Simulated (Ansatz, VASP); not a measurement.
SrO in VASP and in Ansatz

The input POSCAR:

```
SrO
1.0
    0.0000000000      2.7544363162      2.7544363162
    2.7544363162      0.0000000000      2.7544363162
    2.7544363162      2.7544363162      0.0000000000
Sr O
1 1
Direct
    0.0000000000      0.0000000000      0.0000000000
    0.2500000000      0.2500000000      0.2500000000
```

File INCAR.step1:

```
PREC = Accurate ; ENCUT = 520
ISMEAR = 0 ; SIGMA = 0.05
LREAL = F ; LASPH = T
NELM = 60 ; NBANDS = 15
GGA = PE ; ALGO = Normal
EDIFF = 1E-4 ; LWAVE = T
LCHARG = F
```

The input INCAR.step2:

```
PREC = Accurate ; ENCUT = 520
EDIFF = 1E-6 ; ISMEAR = 0
SIGMA = 0.05 ; LREAL = F
LASPH = T ; NELM = 60
ALGO = Normal ; ISIF = 2
LWAVE = F ; LCHARG = F
METAGGA = R2SCAN ; LMIXTAU = T
NBANDS = 15 ; ISTART = 1
```

File KPOINTS:

```
Automatic mesh
0
Gamma
  8 8 8
```

Input for Ansatz:

```yaml
crystal:
  lattice:
    - [0.0, 2.7544363162, 2.7544363162]
    - [2.7544363162, 0.0, 2.7544363162]
    - [2.7544363162, 2.7544363162, 0.0]
  atoms:
    - { symbol: Sr, position: [0.0, 0.0, 0.0] }
    - { symbol: O, position: [0.25, 0.25, 0.25] }
basis:
  ecutwfc: 500
  ecutrho_ratio: 4
kpoints:
  mp_grid: { grid: [8, 8, 8] }
hamiltonian:
  xc: r2scan
scf:
  occupations: { method: gaussian, width: 0.05 }
output:
  forces: true
  stress: true
  eigenvalues: true
```

Alike in both runs: task single point; functional r2SCAN; k mesh 8 × 8 × 8; occupations gaussian, width 0.05 eV; no spin polarisation.

```csv
,VASP,Ansatz
version,VASP 6.6.1,Ansatz 0.2.0
potentials or method,"VASP PAW PBE potentials, release 64 (Sr_sv, O), cutoff 520 eV","scalar-relativistic, plane waves, PAW"
valence electrons in the cell,16,16
```

|  | VASP | Ansatz | Ansatz less VASP |
| --- | --- | --- | --- |
| gap on the k mesh at the Fermi level (eV) | 3.01 | 3.00 | -0.016 |
| least direct gap on the mesh (eV) | 3.95 | 3.93 | -0.019 |
| pressure (GPa) | 3.5 | 2.9 | -0.57 |

VASP's potentials were made for PBE, not for r2SCAN. The functional is the same, so the differences come from potentials, cutoffs and numerics.
